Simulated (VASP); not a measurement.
# ZnO (P6_3mc) in VASP: further runs

ZnO is run at these levels: PBE; tasks: single point, relaxation of cell and atoms.

Program: VASP 6.6.1. These are calculated values, not measurements. Logs are shortened: lines on timing, memory, paths and dates and some standing lists are left out, and cuts for length are marked.

## 1. The cell of the first run

Symmetry: P6_3mc, No. 186, hexagonal system. The conventional cell has a = 3.272 Å, b = 3.272 Å, c = 10.630 Å, α = 90.00°, β = 90.00°, γ = 120.00°. Zn (site symmetry 3m) has 4 O at 2.00 Å within 2.6 Å. Zn (site symmetry 3m) has 4 O at 2.00 to 2.01 Å within 2.6 Å. Within 2.6 Å of O (site symmetry 3m) lie 4 Zn at 2.00 Å. Within 2.6 Å of O (site symmetry 3m) lie 4 Zn at 2.00 to 2.01 Å.

## 2. Single point, PBE

File INCAR:

```
ALGO     = Normal         # electronic algorithm
EDIFF    = 1E-6           # SCF threshold, eV
ENCUT    = 520            # plane-wave cutoff, eV
GGA      = PE             # functional
ISIF     = 2              # what is computed and relaxed
ISMEAR   = 0              # smearing method
LASPH    = T              # aspherical terms in the spheres
LCHARG   = F              # write CHGCAR
LREAL    = F              # projectors in reciprocal space
LWAVE    = F              # write WAVECAR
NBANDS   = 46             # bands
NELM     = 60             # most SCF steps
PREC     = Accurate       # precision mode
SIGMA    = 0.02           # smearing width, eV
```

File KPOINTS:

```
k-points
0
Gamma
  12 12 4
```

File POSCAR:

```
ZnO
1.0
    3.2718122525      0.0000000000      0.0000000000
   -1.6359061262      2.8334725271      0.0000000000
    0.0000000000      0.0000000000     10.6299963391
Zn O
4 4
Direct
    0.6666666667      0.3333333333      0.8441010606
    0.3333333333      0.6666666667      0.3441010606
    0.0000000000      0.0000000000      0.5943078470
    0.0000000000      0.0000000000      0.0943078470
    0.6666666667      0.3333333333      0.6559158559
    0.3333333333      0.6666666667      0.1559158559
    0.0000000000      0.0000000000      0.4056752366
    0.0000000000      0.0000000000      0.9056752366
```

Potentials or basis: VASP PAW PBE potentials, release 64 (Zn, O).

Started as:

```bash
> cat potpaw_PBE.64/Zn/POTCAR potpaw_PBE.64/O/POTCAR > POTCAR
> mpirun -np 1 vasp_std > vasp.out
```

OUTCAR:

```text
EDIFF = 1E-6
   ENCUT = 520
   GGA = PE
   ISIF = 2
   ISMEAR = 0
   LASPH = T
   LREAL = F
   NELM = 60
   PREC = Accurate

 ion  position               nearest neighbor table
   1  0.667  0.333  0.844-   8 2.00   8 2.00   8 2.00   5 2.00
   2  0.333  0.667  0.344-   7 2.00   7 2.00   7 2.00   6 2.00
   3  0.000  0.000  0.594-   5 2.00   5 2.00   5 2.00   7 2.01
   4  0.000  0.000  0.094-   6 2.00   6 2.00   6 2.00   8 2.01
   5  0.667  0.333  0.656-   3 2.00   3 2.00   3 2.00   1 2.00
   6  0.333  0.667  0.156-   4 2.00   4 2.00   4 2.00   2 2.00
   7  0.000  0.000  0.406-   2 2.00   2 2.00   2 2.00   3 2.01
   8  0.000  0.000  0.906-   1 2.00   1 2.00   1 2.00   4 2.01

  LATTYP: Found a hexagonal cell.
 ALAT       =     3.2718122525
 C/A-ratio  =     3.2489628129

  Lattice vectors:

 A1 = (   3.2718122525,   0.0000000000,   0.0000000000)
 A2 = (  -1.6359061262,   2.8334725271,   0.0000000000)
 A3 = (   0.0000000000,   0.0000000000,  10.6299963391)

Analysis of symmetry for initial positions (statically):
=====================================================================
 Subroutine PRICEL returns:
 Original cell was already a primitive cell.

 Routine SETGRP: Setting up the symmetry group for a
 hexagonal supercell.

 Subroutine GETGRP returns: Found 12 space group operations
 (whereof  6 operations were pure point group operations)
 out of a pool of 24 trial point group operations.

The static configuration has the point symmetry C_3v.
 The point group associated with its full space group is C_6v.

Analysis of symmetry for dynamics (positions and initial velocities):
=====================================================================
 Subroutine PRICEL returns:
 Original cell was already a primitive cell.

 Routine SETGRP: Setting up the symmetry group for a
 hexagonal supercell.

 Subroutine GETGRP returns: Found 12 space group operations
 (whereof  6 operations were pure point group operations)
 out of a pool of 24 trial point group operations.

The dynamic configuration has the point symmetry C_3v.
 The point group associated with its full space group is C_6v.

 Subroutine INISYM returns: Found 12 space group operations
 (whereof  6 operations are pure point group operations),
 and found     1 'primitive' translations

----------------------------------------------------------------------------------------

                                     Primitive cell

  volume of cell :      98.5463

  direct lattice vectors                    reciprocal lattice vectors
     3.271812253  0.000000000  0.000000000     0.305641010  0.176461919  0.000000000
    -1.635906126  2.833472527  0.000000000     0.000000000  0.352923838  0.000000000
     0.000000000  0.000000000 10.629996339     0.000000000  0.000000000  0.094073410

  length of vectors
     3.271812253  3.271812252 10.629996339     0.352923838  0.352923838  0.094073410

  position of ions in fractional coordinates (direct lattice)
     0.666666667  0.333333333  0.844101061
     0.333333333  0.666666667  0.344101061
     0.000000000  0.000000000  0.594307847
     0.000000000  0.000000000  0.094307847
     0.666666667  0.333333333  0.655915856
     0.333333333  0.666666667  0.155915856
     0.000000000  0.000000000  0.405675237
     0.000000000  0.000000000  0.905675237

  ion indices of the primitive-cell ions
   primitive index   ion index
                 1           1
                 2           2
                 3           3
                 4           4
                 5           5
                 6           6
                 7           7
                 8           8

----------------------------------------------------------------------------------------

 KPOINTS: k-points

Automatic generation of k-mesh.
 Grid dimensions read from file:
 generate k-points for:   12   12    4

 Generating k-lattice:

  Cartesian coordinates                     Fractional coordinates (reciprocal lattice)
     0.025470084  0.014705160  0.000000000     0.083333333  0.000000000  0.000000000
     0.000000000  0.029410320  0.000000000     0.000000000  0.083333333  0.000000000
     0.000000000  0.000000000  0.023518352     0.000000000  0.000000000  0.250000000

  Length of vectors
     0.029410320  0.029410320  0.023518352

  Shift w.r.t. Gamma in fractional coordinates (k-lattice)
     0.000000000  0.000000000  0.000000000

 Subroutine IBZKPT returns following result:
 ===========================================

 Found     57 irreducible k-points:

 Following reciprocal coordinates:
            Coordinates               Weight
  0.000000  0.000000  0.000000      1.000000
  0.083333  0.000000  0.000000      6.000000
  0.166667 -0.000000  0.000000      6.000000
  0.250000  0.000000  0.000000      6.000000
  0.333333  0.000000  0.000000      6.000000
  0.416667  0.000000  0.000000      6.000000
[... 16 lines left out ...]
  0.250000  0.000000  0.250000     12.000000
  0.333333  0.000000  0.250000     12.000000
 [... further k-points ...]
   k-points           NKPTS =     57   k-points in BZ     NKDIM =     57   number of bands    NBANDS=     46
   number of dos      NEDOS =    301   number of ions     NIONS =      8
   total plane-waves  NPLWV =  46080
   dimension x,y,z NGX =    24 NGY =   24 NGZ =   80
   dimension x,y,z NGXF=    48 NGYF=   48 NGZF=  160
   ions per type =               4   4
   NGX,Y,Z   is equivalent  to a cutoff of  12.19, 12.19, 12.51 a.u.
   NGXF,Y,Z  is equivalent  to a cutoff of  24.39, 24.39, 25.02 a.u.
 SYSTEM =  unknown system
   PREC   = accura    normal or accurate (medium, high low for compatibility)
   ISTART =      0    job   : 0-new  1-cont  2-samecut
   ICHARG =      2    charge: 1-file 2-atom 10-const
   ISPIN  =      1    spin polarized calculation?
   LNONCOLLINEAR =      F non collinear calculations
   LSORBIT =      F    spin-orbit coupling
   LASPH  =      T    aspherical Exc in radial PAW
   ENCUT  =  520.0 eV  38.22 Ry    6.18 a.u.   6.08  6.08 19.76*2*pi/ulx,y,z
   NELM   =     60;   NELMIN=  2; NELMDL= -5     # of ELM steps
   EDIFF  = 0.1E-05   stopping-criterion for ELM
   LREAL  =      F    real-space projection
   EDIFFG = 0.1E-04   stopping-criterion for IOM
   NSW    =      0    number of steps for IOM
   IBRION =     -1    ionic relax: 0-MD 1-quasi-New 2-CG
   NFREE  =      0    steps in history (QN), initial steepest desc. (CG)
   ISIF   =      2    stress and relaxation
   ISYM   =      2    0-nonsym 1-usesym 2-fastsym
   POTIM  = 0.5000    time-step for ionic-motion
   TEBEG  =    0.0;   TEEND  =   0.0 temperature during run
   PSTRESS=    0.0 pullay stress
   NELECT =      72.0000    total number of electrons
   NUPDOWN=      -1.0000    fix difference up-down
   EMIN   =  10.00;   EMAX   =-10.00  energy-range for DOS
   EFERMI =   0.00;   METHOD = LEGACY
   ISMEAR =     0;   SIGMA  =   0.02  broadening in eV -4-tet -1-fermi 0-gaus
   EFERMI_NEDOS =   21; number of points for ismear=-14 and -15
   IALGO  =     38    algorithm
   IMIX   =      4    mixing-type and parameters
     AMIX     =   0.40;   BMIX     =  1.00
     AMIX_MAG =   1.60;   BMIX_MAG =  1.00
  volume/ion in A,a.u.               =      12.32        83.13
  Fermi-wavevector in a.u.,A,eV,Ry     =   1.474480  2.786363 29.580300  2.174091
  Thomas-Fermi vector in A             =   2.589246
   LORBIT       =      0    0 simple, 1 ext, 2 COOP (PROOUT), +10 PAW based schemes
   GGA     = PE    functional components
   LHFCALC =     F    Hartree Fock is set to
   AEXX    =    0.0000 exact exchange contribution
   IVDW    =     0    specifies the selected vdW correction
   LEPSILON=     F    determine dielectric tensor
   LRPA    =     F    only Hartree local field effects (RPA)
 non-spin polarized calculation
 Gauss-broadening in eV      SIGMA  =   0.02
  energy-cutoff  :      520.00
  volume of cell :       98.55
 maximum number of plane-waves:      2694
   NGX = 13   NGY = 13   NGZ = 39

 number of electron      72.0000096 magnetization

 Free energy of the ion-electron system (eV)
  ---------------------------------------------------
  ext. energy  EPLUGINS =         0.00000000
  ---------------------------------------------------
  free energy    TOTEN  =       -35.69360799 eV

  energy without entropy =      -35.69360799  energy(sigma->0) =      -35.69360799

 E-fermi :   0.9774     XC(G=0): -10.7336

 val. band max:        0.8982777723   @ k =   0.0000   0.0000   0.0000
 cond. band min:       1.5712318699   @ k =   0.0000   0.0000   0.0000
 fundamental gap:      0.6729540976
 Fermi energy:         0.9773825539

 k-point     1 :       0.0000    0.0000    0.0000
  band No.  band energies     occupation
      1     -16.9192      2.00000
      2     -16.6129      2.00000
      3     -16.5880      2.00000
      4     -16.2626      2.00000
      5      -4.8462      2.00000
      6      -4.8098      2.00000
[... 38 lines left out ...]
     45      13.7270      0.00000
     46      13.8530      0.00000

 k-point     2 :       0.0833    0.0000    0.0000
  band No.  band energies     occupation
      1     -16.8831      2.00000
      2     -16.5855      2.00000
      3     -16.5607      2.00000
      4     -16.2461      2.00000
      5      -4.8635      2.00000
      6      -4.8301      2.00000
[... 38 lines left out ...]
     45      13.2968      0.00000
     46      13.5799      0.00000

 k-point     3 :       0.1667   -0.0000    0.0000
  band No.  band energies     occupation
      1     -16.7816      2.00000
      2     -16.5100      2.00000
      3     -16.4853      2.00000
      4     -16.2020      2.00000
      5      -4.9157      2.00000
      6      -4.8811      2.00000
[... 38 lines left out ...]
     45      12.3016      0.00000
     46      12.5338      0.00000

 k-point     4 :       0.2500    0.0000    0.0000
  band No.  band energies     occupation
      1     -16.6345      2.00000
      2     -16.4048      2.00000
      3     -16.3803      2.00000
      4     -16.1460      2.00000
      5      -4.9830      2.00000
      6      -4.9425      2.00000
[... 920 lines left out ...]
     45      12.2457      0.00000
     46      12.6870      0.00000

 k-point    23 :       0.2500    0.0000    0.2500
  band No.  band energies     occupation
      1     -16.6163      2.00000
      2     -16.4865      2.00000
      3     -16.2979      2.00000
      4     -16.1648      2.00000
      5      -4.9738      2.00000
      6      -4.9310      2.00000
[... 38 lines left out ...]
     45      11.5277      0.00000
     46      12.1814      0.00000

 k-point    24 :       0.3333    0.0000    0.2500
  band No.  band energies     occupation
      1     -16.4589      2.00000
      2     -16.3578      2.00000
      3     -16.2127      2.00000
      4     -16.1128      2.00000
      5      -5.0221      2.00000
      6      -4.9701      2.00000
[... 38 lines left out ...]
     45      11.2607      0.00000
     46      12.0140      0.00000

 [... further k-points ...]
[... 5 lines left out ...]
  --------------------------------------------------------------------------------------
  -------------------------------------------------------------------------------------
  Total        0.5320646      0.5320646      0.5349341      0.0000000     -0.0000000      0.0000000
  in kB        8.6503660      8.6503660      8.6970187      0.0000000     -0.0000000      0.0000000
  external PRESSURE =       8.6659169 kB  Pullay stress =       0.0000000 kB

 VOLUME and BASIS-vectors are now :
 -----------------------------------------------------------------------------
  energy-cutoff  :      520.00
  volume of cell :       98.55
      direct lattice vectors                 reciprocal lattice vectors
     3.271812253  0.000000000  0.000000000     0.305641010  0.176461919  0.000000000
    -1.635906126  2.833472527  0.000000000     0.000000000  0.352923838  0.000000000
     0.000000000  0.000000000 10.629996339     0.000000000  0.000000000  0.094073410

 POSITION                                       TOTAL-FORCE (eV/Angst)
 -----------------------------------------------------------------------------------
      1.63591      0.94449      8.97279        -0.000000      0.000000      0.001297
     -0.00000      1.88898      3.65779         0.000000     -0.000000      0.001297
      0.00000      0.00000      6.31749        -0.000000      0.000000     -0.001511
      0.00000      0.00000      1.00249         0.000000     -0.000000     -0.001511
      1.63591      0.94449      6.97238        -0.000000      0.000000     -0.001288
     -0.00000      1.88898      1.65738         0.000000      0.000000     -0.001288
      0.00000      0.00000      4.31233        -0.000000     -0.000000      0.001502
      0.00000      0.00000      9.62732        -0.000000      0.000000      0.001502
 -----------------------------------------------------------------------------------
    total drift:                                0.000001      0.000002     -0.000234

  FREE ENERGIE OF THE ION-ELECTRON SYSTEM (eV)
  ---------------------------------------------------
  free  energy   TOTEN  =       -35.6936079950 eV

  energy  without entropy=      -35.6936079950  energy(sigma->0) =      -35.69360799
```

It took 2.2 min on 1 thread of Intel Xeon 6975P-C (Granite Rapids), shared host; peak memory 0.32 GiB.

Results:

```yaml
Free_energy: -35.6936 eV
Pressure: 0.9 GPa
Band_gap_on_the_k_mesh: 0.67 eV, direct
```

A k mesh can miss the band edges. PBE gaps usually lie below the measured ones, often by a third to a half.

(Continued in part 2 of 2.)
